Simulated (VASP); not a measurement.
# Be (P6_3/mmc) in VASP: further runs

Be is run at these levels: PBEsol, r2SCAN, PBE; tasks: single point.

All numbers are computed with VASP 6.6.1; they aren't measurements. Logs are shortened: lines on timing, memory, paths and dates and some standing lists are left out, and cuts for length are marked.

## Step 1: The cell of the first run

The structure is hexagonal, space group P6_3/mmc (No. 194). Conventional cell: a = 2.330 Å, b = 2.330 Å, c = 3.648 Å, α = 90.00°, β = 90.00°, γ = 120.00°. Within 3.0 Å of Be (site symmetry -6m2) lie 12 Be at 2.27 to 2.33 Å.

## Step 2: Single point, PBEsol (8.57 Å³/atom)

The input, INCAR:

```
PREC = Accurate
ENCUT = 600
EDIFF = 1E-6
ISMEAR = -1
SIGMA = 0.05
LREAL = False
LASPH = True
NELM = 120
ALGO = Normal
ISIF = 2
LWAVE = False
LCHARG = False
GGA = PS
NBANDS = 9
GGA_COMPAT = False
```

The input, KPOINTS:

```
regular mesh
0
Gamma
  20 20 11
```

The input, POSCAR:

```
Be
1.0
    2.3297620601      0.0000000000      0.0000000000
   -1.1648810301      2.0176331288      0.0000000000
    0.0000000000      0.0000000000      3.6482856972
Be
2
Direct
    0.3333333333      0.6666666667      0.2500000000
    0.6666666667      0.3333333333      0.7500000000
```

Potentials or basis: VASP PAW PBE potentials, release 64 (Be).

Command:

```console
> cat potpaw_PBE.64/Be/POTCAR > POTCAR
> mpirun -np 1 vasp_std > vasp.out
```

OUTCAR:

```text
PREC = Accurate
   ENCUT = 600
   EDIFF = 1E-6
   ISMEAR = -1
   LREAL = False
   LASPH = True
   NELM = 120
   ISIF = 2
   GGA = PS

 ion  position               nearest neighbor table
   1  0.333  0.667  0.250-   2 2.27   2 2.27   2 2.27   2 2.27   2 2.27   2 2.27
   2  0.667  0.333  0.750-   1 2.27   1 2.27   1 2.27   1 2.27   1 2.27   1 2.27

  LATTYP: Found a hexagonal cell.
 ALAT       =     2.3297620601
 C/A-ratio  =     1.5659477677

  Lattice vectors:

 A1 = (   2.3297620601,   0.0000000000,   0.0000000000)
 A2 = (  -1.1648810301,   2.0176331288,   0.0000000000)
 A3 = (   0.0000000000,   0.0000000000,   3.6482856972)

Analysis of symmetry for initial positions (statically):
=====================================================================
 Subroutine PRICEL returns:
 Original cell was already a primitive cell.

 Routine SETGRP: Setting up the symmetry group for a
 hexagonal supercell.

 Subroutine GETGRP returns: Found 24 space group operations
 (whereof 12 operations were pure point group operations)
 out of a pool of 24 trial point group operations.

The static configuration has the point symmetry D_3d.
 The point group associated with its full space group is D_6h.

Analysis of symmetry for dynamics (positions and initial velocities):
=====================================================================
 Subroutine PRICEL returns:
 Original cell was already a primitive cell.

 Routine SETGRP: Setting up the symmetry group for a
 hexagonal supercell.

 Subroutine GETGRP returns: Found 24 space group operations
 (whereof 12 operations were pure point group operations)
 out of a pool of 24 trial point group operations.

The dynamic configuration has the point symmetry D_3d.
 The point group associated with its full space group is D_6h.

 Subroutine INISYM returns: Found 24 space group operations
 (whereof 12 operations are pure point group operations),
 and found     1 'primitive' translations

----------------------------------------------------------------------------------------

                                     Primitive cell

  volume of cell :      17.1492

  direct lattice vectors                    reciprocal lattice vectors
     2.329762060  0.000000000  0.000000000     0.429228382  0.247815122  0.000000000
    -1.164881030  2.017633129  0.000000000     0.000000000  0.495630244  0.000000000
     0.000000000  0.000000000  3.648285697     0.000000000  0.000000000  0.274101340

  length of vectors
     2.329762060  2.329762060  3.648285697     0.495630244  0.495630244  0.274101340

  position of ions in fractional coordinates (direct lattice)
     0.333333333  0.666666667  0.250000000
     0.666666667  0.333333333  0.750000000

  ion indices of the primitive-cell ions
   primitive index   ion index
                 1           1
                 2           2

----------------------------------------------------------------------------------------

 KPOINTS: regular mesh

Automatic generation of k-mesh.
 Grid dimensions read from file:
 generate k-points for:   20   20   11

 Generating k-lattice:

  Cartesian coordinates                     Fractional coordinates (reciprocal lattice)
     0.021461419  0.012390756  0.000000000     0.050000000 -0.000000000  0.000000000
     0.000000000  0.024781512  0.000000000     0.000000000  0.050000000  0.000000000
     0.000000000  0.000000000  0.024918304     0.000000000  0.000000000  0.090909091

  Length of vectors
     0.024781512  0.024781512  0.024918304

  Shift w.r.t. Gamma in fractional coordinates (k-lattice)
     0.000000000  0.000000000  0.000000000

 Subroutine IBZKPT returns following result:
 ===========================================

 Found    264 irreducible k-points:

 Following reciprocal coordinates:
            Coordinates               Weight
  0.000000  0.000000  0.000000      1.000000
  0.050000 -0.000000  0.000000      6.000000
  0.100000  0.000000  0.000000      6.000000
  0.150000 -0.000000  0.000000      6.000000
  0.200000  0.000000  0.000000      6.000000
  0.250000 -0.000000  0.000000      6.000000
[... 16 lines left out ...]
  0.200000  0.100000  0.000000     12.000000
  0.250000  0.100000  0.000000     12.000000
 [... further k-points ...]
   k-points           NKPTS =    264   k-points in BZ     NKDIM =    264   number of bands    NBANDS=      9
   number of dos      NEDOS =    301   number of ions     NIONS =      2
   total plane-waves  NPLWV =  12000
   dimension x,y,z NGX =    20 NGY =   20 NGZ =   30
   dimension x,y,z NGXF=    40 NGYF=   40 NGZF=   60
   ions per type =               2
   NGX,Y,Z   is equivalent  to a cutoff of  14.27, 14.27, 13.67 a.u.
   NGXF,Y,Z  is equivalent  to a cutoff of  28.54, 28.54, 27.34 a.u.
 SYSTEM =  unknown system
   PREC   = accura    normal or accurate (medium, high low for compatibility)
   ISTART =      0    job   : 0-new  1-cont  2-samecut
   ICHARG =      2    charge: 1-file 2-atom 10-const
   ISPIN  =      1    spin polarized calculation?
   LNONCOLLINEAR =      F non collinear calculations
   LSORBIT =      F    spin-orbit coupling
   LASPH  =      T    aspherical Exc in radial PAW
   ENCUT  =  600.0 eV  44.10 Ry    6.64 a.u.   4.65  4.65  7.29*2*pi/ulx,y,z
   NELM   =    120;   NELMIN=  2; NELMDL= -5     # of ELM steps
   EDIFF  = 0.1E-05   stopping-criterion for ELM
   LREAL  =      F    real-space projection
   EDIFFG = 0.1E-04   stopping-criterion for IOM
   NSW    =      0    number of steps for IOM
   IBRION =     -1    ionic relax: 0-MD 1-quasi-New 2-CG
   NFREE  =      0    steps in history (QN), initial steepest desc. (CG)
   ISIF   =      2    stress and relaxation
   ISYM   =      2    0-nonsym 1-usesym 2-fastsym
   POTIM  = 0.5000    time-step for ionic-motion
   TEBEG  =    0.0;   TEEND  =   0.0 temperature during run
   PSTRESS=    0.0 pullay stress
   NELECT =       4.0000    total number of electrons
   NUPDOWN=      -1.0000    fix difference up-down
   EMIN   =  10.00;   EMAX   =-10.00  energy-range for DOS
   EFERMI =   0.00;   METHOD = LEGACY
   ISMEAR =    -1;   SIGMA  =   0.05  broadening in eV -4-tet -1-fermi 0-gaus
   EFERMI_NEDOS =   21; number of points for ismear=-14 and -15
   IALGO  =     38    algorithm
   IMIX   =      4    mixing-type and parameters
     AMIX     =   0.40;   BMIX     =  1.00
     AMIX_MAG =   1.60;   BMIX_MAG =  1.00
  volume/ion in A,a.u.               =       8.57        57.86
  Fermi-wavevector in a.u.,A,eV,Ry     =   1.007737  1.904347 13.817183  1.015534
  Thomas-Fermi vector in A             =   2.140561
   LORBIT       =      0    0 simple, 1 ext, 2 COOP (PROOUT), +10 PAW based schemes
   GGA     = PS    functional components
   LHFCALC =     F    Hartree Fock is set to
   AEXX    =    0.0000 exact exchange contribution
   IVDW    =     0    specifies the selected vdW correction
   LEPSILON=     F    determine dielectric tensor
   LRPA    =     F    only Hartree local field effects (RPA)
 non-spin polarized calculation
  energy-cutoff  :      600.00
  volume of cell :       17.15
 maximum number of plane-waves:       585
 NGX is ok and might be reduce to    20
   NGX =  9   NGY =  9   NGZ = 15

 number of electron       4.0000000 magnetization

 Free energy of the ion-electron system (eV)
  ---------------------------------------------------
  ext. energy  EPLUGINS =         0.00000000
  ---------------------------------------------------
  free energy    TOTEN  =        -7.95324167 eV

  energy without entropy =       -7.95232749  energy(sigma->0) =       -7.95278458

 E-fermi :   6.2952     XC(G=0): -10.3448

 val. band max:        6.2759728460   @ k =   0.3000   0.2000   0.0000
 cond. band min:       6.3257058836   @ k =   0.3000   0.3000   0.2727
 fundamental gap:      0.0497330377
 Fermi energy:         6.2952306695

 k-point     1 :       0.0000    0.0000    0.0000
  band No.  band energies     occupation
      1      -4.5313      2.00000
      2       2.2439      2.00000
      3       7.3251      0.00000
      4      21.2723      0.00000
      5      21.2723      0.00000
      6      23.9873      0.00000
      7      23.9873      0.00000
      8      26.0804      0.00000
      9      32.0834      0.00000

 k-point     2 :       0.0500   -0.0000    0.0000
  band No.  band energies     occupation
      1      -4.4620      2.00000
      2       2.3326      2.00000
      3       7.3496      0.00000
      4      20.7057      0.00000
      5      20.8470      0.00000
      6      23.9889      0.00000
      7      24.2162      0.00000
      8      25.9488      0.00000
      9      30.8444      0.00000

 k-point     3 :       0.1000    0.0000    0.0000
  band No.  band energies     occupation
      1      -4.2540      2.00000
      2       2.5987      2.00000
      3       7.4196      0.00000
      4      19.2784      0.00000
      5      19.9463      0.00000
      6      23.9367      0.00000
      7      24.5002      0.00000
      8      25.5059      0.00000
      9      29.0517      0.00000

 k-point     4 :       0.1500   -0.0000    0.0000
  band No.  band energies     occupation
      1      -3.9073      2.00000
      2       3.0412      2.00000
      3       7.5210      0.00000
      4      17.4457      0.00000
      5      18.9485      0.00000
      6      23.7345      0.00000
      7      24.4808      0.00000
      8      24.6255      0.00000
      9      27.1897      0.00000

 k-point     5 :       0.2000    0.0000    0.0000
  band No.  band energies     occupation
      1      -3.4217      2.00000
      2       3.6589      2.00000
      3       7.6160      0.00000
      4      15.5446      0.00000
      5      17.9971      0.00000
      6      23.1387      0.00000
      7      23.2124      0.00000
      8      24.1766      0.00000
      9      25.6970      0.00000

 k-point     6 :       0.2500   -0.0000    0.0000
  band No.  band energies     occupation
      1      -2.7979      2.00000
      2       4.4491      2.00000
      3       7.6108      0.00000
      4      13.8315      0.00000
      5      17.1503      0.00000
      6      21.3637      0.00000
      7      21.8651      0.00000
      8      23.7326      0.00000
      9      24.9751      0.00000
[... 169 lines left out ...]
 k-point    21 :       0.1000    0.1000    0.0000
  band No.  band energies     occupation
      1      -3.6989      2.00000
      2       3.3063      2.00000
      3       7.5825      0.00000
      4      17.0722      0.00000
      5      17.6505      0.00000
      6      23.7663      0.00000
      7      24.0508      0.00000
      8      24.1650      0.00000
      9      28.1077      0.00000

 k-point    22 :       0.1500    0.1000    0.0000
  band No.  band energies     occupation
      1      -3.2128      2.00000
      2       3.9231      2.00000
      3       7.6842      0.00000
      4      15.3066      0.00000
      5      16.6506      0.00000
      6      22.9063      0.00000
      7      23.1232      0.00000
      8      23.5232      0.00000
      9      27.5032      0.00000

 k-point    23 :       0.2000    0.1000    0.0000
  band No.  band energies     occupation
      1      -2.5879      2.00000
      2       4.7120      2.00000
      3       7.7124      0.00000
      4      13.5646      0.00000
      5      15.8035      0.00000
      6      21.2559      0.00000
      7      21.9881      0.00000
      8      23.0537      0.00000
      9      26.9132      0.00000

 k-point    24 :       0.2500    0.1000    0.0000
  band No.  band energies     occupation
      1      -1.8257      2.00000
      2       5.6683      1.99999
      3       7.4814      0.00000
      4      12.2095      0.00000
      5      15.0510      0.00000
      6      19.3438      0.00000
      7      20.7059      0.00000
      8      22.6048      0.00000
      9      26.3486      0.00000

 [... further k-points ...]

------------------------ aborting loop because EDIFF is reached ----------------------------------------

  FORCE on cell =-STRESS in cart. coord.  units (eV):
  Direction    XX          YY          ZZ          XY          YZ          ZX
  --------------------------------------------------------------------------------------
  -------------------------------------------------------------------------------------
  Total       -0.9758160     -0.9758160     -1.0219274      0.0000000      0.0000000      0.0000000
  in kB      -91.1666276    -91.1666276    -95.4746331      0.0000000      0.0000000      0.0000000
  external PRESSURE =     -92.6026294 kB  Pullay stress =       0.0000000 kB

 VOLUME and BASIS-vectors are now :
 -----------------------------------------------------------------------------
  energy-cutoff  :      600.00
  volume of cell :       17.15
      direct lattice vectors                 reciprocal lattice vectors
     2.329762060  0.000000000  0.000000000     0.429228382  0.247815122  0.000000000
    -1.164881030  2.017633129  0.000000000     0.000000000  0.495630244  0.000000000
     0.000000000  0.000000000  3.648285697     0.000000000  0.000000000  0.274101340

 POSITION                                       TOTAL-FORCE (eV/Angst)
 -----------------------------------------------------------------------------------
     -0.00000      1.34509      0.91207        -0.000000      0.000000      0.000000
      1.16488      0.67254      2.73621         0.000000      0.000000      0.000000
 -----------------------------------------------------------------------------------
    total drift:                                0.000000     -0.000000      0.000000

  FREE ENERGIE OF THE ION-ELECTRON SYSTEM (eV)
  ---------------------------------------------------
  free  energy   TOTEN  =        -7.9532416714 eV

  energy  without entropy=       -7.9523274860  energy(sigma->0) =       -7.95278458
```

Run time: 45 s. Hardware: 1 thread of Intel Xeon 8259CL, shared host; peak memory 0.16 GiB.

Results:

```
Free energy            : -7.9532 eV
Pressure               : -9.3 GPa
Band gap on the k mesh : zero (bands 2 and 3 overlap by 1.36 eV)
```

Stress tensor (GPa, compression positive):
```
-9.12  0.00  0.00
 0.00 -9.12  0.00
 0.00  0.00 -9.55
```

Levels at points of the mesh, in eV from the Fermi level:
```tsv
k point	band 1	band 2	band 3	band 4	band 5	band 6	band 7
(0.00, 0.00, 0.00)	-10.83	-4.05	1.03	14.98	14.98	17.69	17.69
(0.50, 0.00, 0.00)	-4.68	-3.00	3.52	6.29	6.36	8.84	9.58
```

Caveat: the cell stands under tension; the PAW data sets were made with another functional, which shifts forces and pressure a little.

(Part 1 of 2 ends here.)
